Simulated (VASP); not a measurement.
Wanted: the native input for a VASP 6.6.1 run.

```yaml
Task: single point
Functional: r2SCAN
Potentials_or_basis: VASP PAW PBE potentials, release 64 (Cd_sv_GW, S)
Cutoff: 700 eV
k_mesh: 8 × 8 × 8
Occupations: fermi-dirac, width 0.02 eV
Spin: no spin polarisation
Dipole_correction: no
Further_INCAR_settings: ALGO = Normal; EDIFF = 1e-06; NBANDS = 20
```

Crystal: CdS.

```
Cd S
1.0
     0.08544    2.74404    2.74404
     2.74404    0.08544    2.74404
     2.74404    2.74404    0.08544
Cd S
1 1
Cartesian
  0.0000 0.0000 0.0000
  2.7868 2.7868 2.7868
```

This cell differs from its parent crystal: epitaxial 111 strain -2.5%.

One way to write it, as run:

POSCAR

```
CdS
1.0
    0.0854372601      2.7440443919      2.7440443919
    2.7440443919      0.0854372601      2.7440443919
    2.7440443919      2.7440443919      0.0854372601
Cd S
1 1
Direct
    0.0000000000      0.0000000000      0.0000000000
    0.5000000000      0.5000000000      0.5000000000
```

INCAR.step1

```
SYSTEM = CdS
PREC     = Accurate       ! precision mode
ENCUT    = 700            ! plane-wave cutoff, eV
ISMEAR   = -1             ! smearing method
SIGMA    = 0.02           ! smearing width, eV
LREAL    = .FALSE.        ! projectors in reciprocal space
LASPH    = .TRUE.         ! aspherical terms in the spheres
NELM     = 120            ! most SCF steps
NBANDS   = 20             ! bands
GGA      = PE             ! functional
ALGO     = Normal         ! electronic algorithm
EDIFF    = 1E-5           ! SCF threshold, eV
LWAVE    = .TRUE.         ! write WAVECAR
LCHARG   = .FALSE.        ! write CHGCAR
GGA_COMPAT= .FALSE.
```

INCAR.step2

```
SYSTEM = CdS
PREC     = Accurate       ! precision mode
ENCUT    = 700            ! plane-wave cutoff, eV
EDIFF    = 1E-6           ! SCF threshold, eV
ISMEAR   = -1             ! smearing method
SIGMA    = 0.02           ! smearing width, eV
LREAL    = .FALSE.        ! projectors in reciprocal space
LASPH    = .TRUE.         ! aspherical terms in the spheres
NELM     = 120            ! most SCF steps
ALGO     = Normal         ! electronic algorithm
ISIF     = 2              ! what is computed and relaxed
LWAVE    = .FALSE.        ! write WAVECAR
LCHARG   = .TRUE.         ! write CHGCAR
METAGGA  = R2SCAN         ! meta-GGA
LMIXTAU  = .TRUE.       
LELF     = .TRUE.         ! ELF
LVHAR    = .TRUE.       
NBANDS   = 20             ! bands
ISTART   = 1            
GGA_COMPAT= .FALSE.
```

KPOINTS

```
regular mesh
0
G
  8 8 8
  0 0 0
```

Potentials or basis: VASP PAW PBE potentials, release 64 (Cd_sv_GW, S).

Run with:

```console
$ cat potpaw_PBE.64/Cd_sv_GW/POTCAR potpaw_PBE.64/S/POTCAR > POTCAR
$ cp INCAR.step1 INCAR
$ mpirun -np 1 vasp_std > vasp.out
$ cp INCAR.step2 INCAR
$ mpirun -np 1 vasp_std > vasp.out
```

Results of the run:

| Item | Value |
| --- | --- |
| Pressure | 2.4 GPa |
| Band gap on the k mesh | 0.63 eV (least direct gap 2.42 eV) |

Caveat: the cell differs from its parent crystal (epitaxial 111 strain -2.5%); the structure was generated, so it needn't be the stable form of CdS; semilocal functionals underestimate gaps, and a narrow one can read as zero; the PAW data sets were made with another functional, which shifts forces and pressure a little.

Wall time 2.5 min on 1 thread of Intel(R) Xeon(R) 6975P-C (Granite Rapids), with other jobs on the host, peak memory 0.28 GiB.
